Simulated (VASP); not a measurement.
# CuSi16 (a cell with a defect) in VASP: further runs

CuSi16 (a cell with a defect) is run at these levels: r2SCAN+D3(BJ); tasks: single point.

All numbers are computed with VASP 6.6.1; they aren't measurements. Logs are shortened: lines on timing, memory, paths and dates and some standing lists are left out, and cuts for length are marked.

### 1 The cell of the first run

The cell holds a defect, 17 atoms: a = 7.679 Å, b = 7.679 Å, c = 7.679 Å, α = 60.00°, β = 60.00°, γ = 60.00°.

### 2 Single point, r2SCAN+D3(BJ)

POSCAR reads:

```
CuSi16
1.0
    0.0000000000      5.4300000000      5.4300000000
    5.4300000000      0.0000000000      5.4300000000
    5.4300000000      5.4300000000      0.0000000000
Si Cu
16 1
Direct
    0.0029579438     -0.0042834814     -0.0041761262
    0.1309714512      0.1249544542      0.1250844281
   -0.0021245841     -0.0068367286      0.4978673601
    0.1198318913      0.1236622684      0.6199523579
   -0.0022300852      0.4977416390     -0.0064857464
    0.1196346287      0.6199481225      0.1239790475
   -0.0028758118      0.4966343584      0.4969436729
    0.1216484251      0.6211296287      0.6214587732
    0.5105320753      0.0104389079      0.0104965001
    0.6337634635      0.1346857305      0.1341107645
    0.4957225241     -0.0044415252      0.5033255183
    0.6250683930      0.1248703604      0.6310548739
    0.4954482051      0.5039406873     -0.0046084070
    0.6249230777      0.6311849737      0.1248549313
    0.4937167415      0.4976833703      0.4977035234
    0.6241612519      0.6198344341      0.6196414513
    0.3866461088      0.8887722999      0.8874345772
```

INCAR.step1 reads:

```
SYSTEM = CuSi16
PREC = Accurate ; ENCUT = 520
ISMEAR = 0 ; SIGMA = 0.02
LREAL = Auto ; LASPH = .True.
NELM = 60 ; NBANDS = 52
NELECT = 74.0 ; GGA = PE
ALGO = Normal ; EDIFF = 1E-4
LWAVE = .True. ; LCHARG = .False.
```

INCAR.step2 reads:

```
SYSTEM = CuSi16
PREC = Accurate ; ENCUT = 520
EDIFF = 1E-6 ; ISMEAR = 0
SIGMA = 0.02 ; LREAL = Auto
LASPH = .True. ; NELM = 60
ALGO = Normal ; ISIF = 2
LWAVE = .False. ; LCHARG = .False.
METAGGA = R2SCAN ; LMIXTAU = .True.
IVDW = 12 ; VDW_S6 = 1.0
VDW_S8 = 0.78981345 ; VDW_A1 = 0.49484001
VDW_A2 = 5.73083694 ; NBANDS = 52
NELECT = 74.0 ; ISTART = 1
```

KPOINTS reads:

```
regular mesh
0
Gamma
  2 2 2
  0 0 0
```

Potentials or basis: VASP PAW PBE potentials, release 64 (Si, Cu).

Command:

```
$ cat potpaw_PBE.64/Si/POTCAR potpaw_PBE.64/Cu/POTCAR > POTCAR
$ cp INCAR.step1 INCAR
$ mpirun -np 1 vasp_std > vasp.out
$ cp INCAR.step2 INCAR
$ mpirun -np 1 vasp_std > vasp.out
```

OUTCAR:

```text
SYSTEM = CuSi16
   PREC = Accurate
   ENCUT = 520
   EDIFF = 1E-6
   ISMEAR = 0
   LREAL = Auto
   LASPH = .True.
   NELM = 60
   ISIF = 2
   METAGGA = R2SCAN
   IVDW = 12
   NELECT = 74.0
   ISTART = 1
 IVDW          = 12

 ion  position               nearest neighbor table
   1  0.003  0.996  0.996-  10 2.32   6 2.36   4 2.36  17 2.42   2 2.42
   2  0.131  0.125  0.125-   5 2.34   3 2.34   9 2.39   1 2.42  17 2.58
   3  0.998  0.993  0.498-   8 2.33   2 2.34  12 2.34   4 2.35
   4  0.120  0.124  0.620-   7 2.34   3 2.35   1 2.36  11 2.36  17 2.91
   5  0.998  0.498  0.994-   8 2.33   2 2.34  14 2.34   6 2.35
   6  0.120  0.620  0.124-   7 2.34   5 2.35   1 2.36  13 2.36  17 2.92
   7  0.997  0.497  0.497-  16 2.34   6 2.34   4 2.34   8 2.34
   8  0.122  0.621  0.621-   3 2.33   5 2.33  15 2.33   7 2.34
   9  0.511  0.010  0.010-  17 2.31  10 2.33  14 2.38  12 2.38   2 2.39
  10  0.634  0.135  0.134-   1 2.32  11 2.32  13 2.32   9 2.33
  11  0.496  0.996  0.503-  10 2.32  16 2.36   4 2.36  12 2.42  17 2.42
  12  0.625  0.125  0.631-  15 2.34   3 2.34   9 2.38  11 2.42  17 2.58
  13  0.495  0.504  0.995-  10 2.32  16 2.36   6 2.36  14 2.42  17 2.43
  14  0.625  0.631  0.125-  15 2.34   5 2.34   9 2.38  13 2.42  17 2.59
  15  0.494  0.498  0.498-   8 2.33  12 2.34  14 2.34  16 2.35
  16  0.624  0.620  0.620-   7 2.34  15 2.35  11 2.36  13 2.36  17 2.92
  17  0.387  0.889  0.887-   9 2.31   1 2.42  11 2.42  13 2.43   2 2.58  12 2.58  14 2.59   4 2.91
                             6 2.92  16 2.92

  LATTYP: Found a face centered cubic cell.
 ALAT       =    10.8600000000

  Lattice vectors:

 A1 = (   0.0000000000,   5.4300000000,   5.4300000000)
 A2 = (   5.4300000000,   0.0000000000,   5.4300000000)
 A3 = (   5.4300000000,   5.4300000000,   0.0000000000)

Analysis of symmetry for initial positions (statically):
=====================================================================
 Subroutine PRICEL returns:
 Original cell was already a primitive cell.

 Routine SETGRP: Setting up the symmetry group for a
 face centered cubic supercell.

 Subroutine GETGRP returns: Found  1 space group operations
 (whereof  1 operations were pure point group operations)
 out of a pool of 48 trial point group operations.

The static configuration has the point symmetry C_1 .

Analysis of symmetry for dynamics (positions and initial velocities):
=====================================================================
 Subroutine PRICEL returns:
 Original cell was already a primitive cell.

 Routine SETGRP: Setting up the symmetry group for a
 face centered cubic supercell.

 Subroutine GETGRP returns: Found  1 space group operations
 (whereof  1 operations were pure point group operations)
 out of a pool of 48 trial point group operations.

The dynamic configuration has the point symmetry C_1 .

 Subroutine INISYM returns: Found  1 space group operations
 (whereof  1 operations are pure point group operations),
 and found     1 'primitive' translations

----------------------------------------------------------------------------------------

                                     Primitive cell

  volume of cell :     320.2060

  direct lattice vectors                    reciprocal lattice vectors
     0.000000000  5.430000000  5.430000000    -0.092081031  0.092081031  0.092081031
     5.430000000  0.000000000  5.430000000     0.092081031 -0.092081031  0.092081031
     5.430000000  5.430000000  0.000000000     0.092081031  0.092081031 -0.092081031

  length of vectors
     7.679179644  7.679179644  7.679179644     0.159489025  0.159489025  0.159489025

  position of ions in fractional coordinates (direct lattice)
     0.002957944  0.995716519  0.995823874
     0.130971451  0.124954454  0.125084428
     0.997875416  0.993163271  0.497867360
     0.119831891  0.123662268  0.619952358
     0.997769915  0.497741639  0.993514254
     0.119634629  0.619948122  0.123979048
[... 9 lines left out ...]
     0.624161252  0.619834434  0.619641451
     0.386646109  0.888772300  0.887434577

  ion indices of the primitive-cell ions
   primitive index   ion index
                 1           1
                 2           2
                 3           3
                 4           4
                 5           5
                 6           6
[... 9 lines left out ...]
                16          16
                17          17

----------------------------------------------------------------------------------------

 KPOINTS: regular mesh

Automatic generation of k-mesh.
 Grid dimensions read from file:
 generate k-points for:    2    2    2

 Generating k-lattice:

  Cartesian coordinates                     Fractional coordinates (reciprocal lattice)
    -0.046040516  0.046040516  0.046040516     0.500000000  0.000000000  0.000000000
     0.046040516 -0.046040516  0.046040516     0.000000000  0.500000000  0.000000000
     0.046040516  0.046040516 -0.046040516     0.000000000  0.000000000  0.500000000

  Length of vectors
     0.079744512  0.079744512  0.079744512

  Shift w.r.t. Gamma in fractional coordinates (k-lattice)
     0.000000000  0.000000000  0.000000000

 Subroutine IBZKPT returns following result:
 ===========================================

 Found      8 irreducible k-points:

 Following reciprocal coordinates:
            Coordinates               Weight
  0.000000  0.000000  0.000000      1.000000
  0.500000  0.000000  0.000000      1.000000
  0.000000  0.500000  0.000000      1.000000
  0.000000  0.000000  0.500000      1.000000
  0.500000  0.500000  0.500000      1.000000
  0.500000  0.500000  0.000000      1.000000
  0.000000  0.500000  0.500000      1.000000
  0.500000  0.000000  0.500000      1.000000
   k-points           NKPTS =      8   k-points in BZ     NKDIM =      8   number of bands    NBANDS=     52
   number of dos      NEDOS =    301   number of ions     NIONS =     17
   total plane-waves  NPLWV = 216000
   dimension x,y,z NGX =    60 NGY =   60 NGZ =   60
   dimension x,y,z NGXF=   120 NGYF=  120 NGZF=  120
   ions per type =              16   1
   NGX,Y,Z   is equivalent  to a cutoff of  12.99, 12.99, 12.99 a.u.
   NGXF,Y,Z  is equivalent  to a cutoff of  25.98, 25.98, 25.98 a.u.
 SYSTEM =  CuSi16
   PREC   = accura    normal or accurate (medium, high low for compatibility)
   ISTART =      1    job   : 0-new  1-cont  2-samecut
   ICHARG =      0    charge: 1-file 2-atom 10-const
   ISPIN  =      1    spin polarized calculation?
   LNONCOLLINEAR =      F non collinear calculations
   LSORBIT =      F    spin-orbit coupling
   LASPH  =      T    aspherical Exc in radial PAW
   ENCUT  =  520.0 eV  38.22 Ry    6.18 a.u.  14.28 14.28 14.28*2*pi/ulx,y,z
   NELM   =     60;   NELMIN=  2; NELMDL=  0     # of ELM steps
   EDIFF  = 0.1E-05   stopping-criterion for ELM
   LREAL  =      T    real-space projection
   EDIFFG = 0.1E-04   stopping-criterion for IOM
   NSW    =      0    number of steps for IOM
   IBRION =     -1    ionic relax: 0-MD 1-quasi-New 2-CG
   NFREE  =      0    steps in history (QN), initial steepest desc. (CG)
   ISIF   =      2    stress and relaxation
   ISYM   =      2    0-nonsym 1-usesym 2-fastsym
   POTIM  = 0.5000    time-step for ionic-motion
   TEBEG  =    0.0;   TEEND  =   0.0 temperature during run
   PSTRESS=    0.0 pullay stress
   NELECT =      74.0000    total number of electrons
   NUPDOWN=      -1.0000    fix difference up-down
   EMIN   =  10.00;   EMAX   =-10.00  energy-range for DOS
   EFERMI =   0.00;   METHOD = LEGACY
   ISMEAR =     0;   SIGMA  =   0.02  broadening in eV -4-tet -1-fermi 0-gaus
   EFERMI_NEDOS =   21; number of points for ismear=-14 and -15
   IALGO  =     38    algorithm
   IMIX   =      4    mixing-type and parameters
     AMIX     =   0.40;   BMIX     =  1.00
     AMIX_MAG =   1.60;   BMIX_MAG =  1.00
  volume/ion in A,a.u.               =      18.84       127.11
  Fermi-wavevector in a.u.,A,eV,Ry     =   1.004636  1.898488 13.732283  1.009294
  Thomas-Fermi vector in A             =   2.137265
   LORBIT       =      0    0 simple, 1 ext, 2 COOP (PROOUT), +10 PAW based schemes
   METAGGA = R2SCAN    functional components
   LHFCALC =     F    Hartree Fock is set to
   AEXX    =    0.0000 exact exchange contribution
   IVDW    =    12    specifies the selected vdW correction
   LEPSILON=     F    determine dielectric tensor
   LRPA    =     F    only Hartree local field effects (RPA)
 non-spin polarized calculation
 Gauss-broadening in eV      SIGMA  =   0.02
  energy-cutoff  :      520.00
  volume of cell :      320.21
 maximum number of plane-waves:      8646
 NGX is ok and might be reduce to    60
   NGX = 29   NGY = 29   NGZ = 29

 number of electron      73.9999995 magnetization

 Free energy of the ion-electron system (eV)
  ---------------------------------------------------
  ext. energy  EPLUGINS =         0.00000000
  ---------------------------------------------------
  free energy    TOTEN  =      -154.92712218 eV

  energy without entropy =     -154.92712218  energy(sigma->0) =     -154.92712218

 E-fermi :   6.2103     XC(G=0): -10.0844

 val. band max:        6.1116594278   @ k =   0.0000   0.0000   0.0000
 cond. band min:       6.4604309373   @ k =   0.0000   0.0000   0.0000
 fundamental gap:      0.3487715095
 Fermi energy:         6.2103471243

 k-point     1 :       0.0000    0.0000    0.0000
  band No.  band energies     occupation
      1      -6.5620      2.00000
      2      -4.1021      2.00000
      3      -4.0396      2.00000
      4      -4.0234      2.00000
      5      -4.0226      2.00000
      6      -2.4980      2.00000
[... 41 lines left out ...]
     48       8.5578      0.00000
     49       8.8461      0.00000

 k-point     2 :       0.5000    0.0000    0.0000
  band No.  band energies     occupation
      1      -5.8617      2.00000
      2      -5.5494      2.00000
      3      -3.8320      2.00000
      4      -3.7926      2.00000
      5      -3.7093      2.00000
      6      -3.5448      2.00000
[... 41 lines left out ...]
     48       9.9521      0.00000
     49      10.0768      0.00000

 k-point     3 :       0.0000    0.5000    0.0000
  band No.  band energies     occupation
      1      -5.8630      2.00000
      2      -5.5478      2.00000
      3      -3.8316      2.00000
      4      -3.7916      2.00000
      5      -3.7105      2.00000
      6      -3.5453      2.00000
[... 41 lines left out ...]
     48       9.9533      0.00000
     49      10.0732      0.00000

 k-point     4 :       0.0000    0.0000    0.5000
  band No.  band energies     occupation
      1      -5.8622      2.00000
      2      -5.5488      2.00000
      3      -3.8319      2.00000
      4      -3.7923      2.00000
      5      -3.7097      2.00000
      6      -3.5449      2.00000
[... 41 lines left out ...]
     48       9.9525      0.00000
     49      10.0754      0.00000

 k-point     5 :       0.5000    0.5000    0.5000
  band No.  band energies     occupation
      1      -5.8231      2.00000
      2      -5.6003      2.00000
      3      -3.8617      2.00000
      4      -3.7235      2.00000
      5      -3.7217      2.00000
      6      -3.5445      2.00000
[... 41 lines left out ...]
     48       9.9478      0.00000
     49       9.9531      0.00000

 k-point     6 :       0.5000    0.5000    0.0000
  band No.  band energies     occupation
      1      -5.5551      2.00000
      2      -5.3262      2.00000
      3      -4.4302      2.00000
      4      -4.3392      2.00000
      5      -4.3100      2.00000
      6      -4.2801      2.00000
[... 41 lines left out ...]
     48      10.7397      0.00000
     49      10.7518      0.00000

 k-point     7 :       0.0000    0.5000    0.5000
  band No.  band energies     occupation
      1      -5.5553      2.00000
      2      -5.3259      2.00000
      3      -4.4301      2.00000
      4      -4.3394      2.00000
      5      -4.3098      2.00000
      6      -4.2802      2.00000
[... 41 lines left out ...]
     48      10.7388      0.00000
     49      10.7523      0.00000

 k-point     8 :       0.5000    0.0000    0.5000
  band No.  band energies     occupation
      1      -5.5547      2.00000
      2      -5.3266      2.00000
      3      -4.4304      2.00000
      4      -4.3388      2.00000
      5      -4.3103      2.00000
      6      -4.2798      2.00000
[... 41 lines left out ...]
     48      10.7412      0.00000
     49      10.7509      0.00000
 [bands above 49 left out]

------------------------ aborting loop because EDIFF is reached ----------------------------------------

 Edisp (eV)   -2.66315

 E8    (eV) :    -0.8489

  FORCE on cell =-STRESS in cart. coord.  units (eV):
  Direction    XX          YY          ZZ          XY          YZ          ZX
  --------------------------------------------------------------------------------------
  -------------------------------------------------------------------------------------
  Total      -7.53027    -7.56090    -7.54137     0.22213     0.22908     0.20775
  in kB     -37.67832   -37.83160   -37.73388     1.11146     1.14621     1.03948
  external pressure =      -37.75 kB  Pullay stress =        0.00 kB

 VOLUME and BASIS-vectors are now :
 -----------------------------------------------------------------------------
  energy-cutoff  :      520.00
  volume of cell :      320.21
      direct lattice vectors                 reciprocal lattice vectors
     0.000000000  5.430000000  5.430000000    -0.092081031  0.092081031  0.092081031
     5.430000000  0.000000000  5.430000000     0.092081031 -0.092081031  0.092081031
     5.430000000  5.430000000  0.000000000     0.092081031  0.092081031 -0.092081031

 POSITION                                       TOTAL-FORCE (eV/Angst)
 -----------------------------------------------------------------------------------
     10.81406      5.42339      5.42280         0.015994     -0.002511     -0.002037
      1.35771      1.39038      1.38968         0.010201      0.006517      0.005369
      8.09630      8.12188     10.81134        -0.006692     -0.016041     -0.007226
      4.03783      4.01703      1.32217        -0.004222     -0.006965     -0.003729
      8.09752     10.81267      8.12063        -0.006935     -0.008076     -0.015575
      4.03952      1.32282      4.01593        -0.007212     -0.004570     -0.006601
[... 9 lines left out ...]
      6.73035      6.75385      6.75490        -0.006441     -0.006301     -0.007555
      9.64480      6.91826      6.92552        -0.013481     -0.005036     -0.009121
 -----------------------------------------------------------------------------------
    total drift:                               -0.006038     -0.006590     -0.005748

  FREE ENERGIE OF THE ION-ELECTRON SYSTEM (eV)
  ---------------------------------------------------
  free  energy   TOTEN  =      -157.5902741188 eV

  energy  without entropy=     -157.5902741188  energy(sigma->0) =     -157.59027412
```

Run time: 16 min. Hardware: 1 thread of AMD EPYC 9R45 (Zen 5), shared host; peak memory 0.55 GiB.

What came out:

```
Free energy                : -157.5903 eV
Largest force              : 0.023 eV/Å
Dispersion energy per atom : -0.157 eV
```

Forces in eV/Å, atoms in the order of the input:
```
Si   0.016 -0.003 -0.002
Si   0.010  0.007  0.005
Si  -0.007 -0.016 -0.007
Si  -0.004 -0.007 -0.004
Si  -0.007 -0.008 -0.016
Si  -0.007 -0.005 -0.007
Si   0.005  0.003  0.004
Si   0.008  0.008  0.008
Si   0.016  0.011  0.014
Si  -0.002  0.000 -0.001
Si  -0.001 -0.003  0.015
Si   0.005  0.006  0.011
Si  -0.001  0.013 -0.002
Si   0.005  0.013  0.006
Si  -0.016 -0.008 -0.008
Si  -0.006 -0.006 -0.008
Cu  -0.013 -0.005 -0.009
```

Caveat: the k points lie up to 0.50 Å⁻¹ apart; the cell carries a net charge on a neutralising background, which shifts energy and pressure; the cell is charged against a uniform background, so pressure and absolute levels hang on convention; the PAW data sets were made with another functional, which shifts forces and pressure a little.

[end of part 1 of 2]
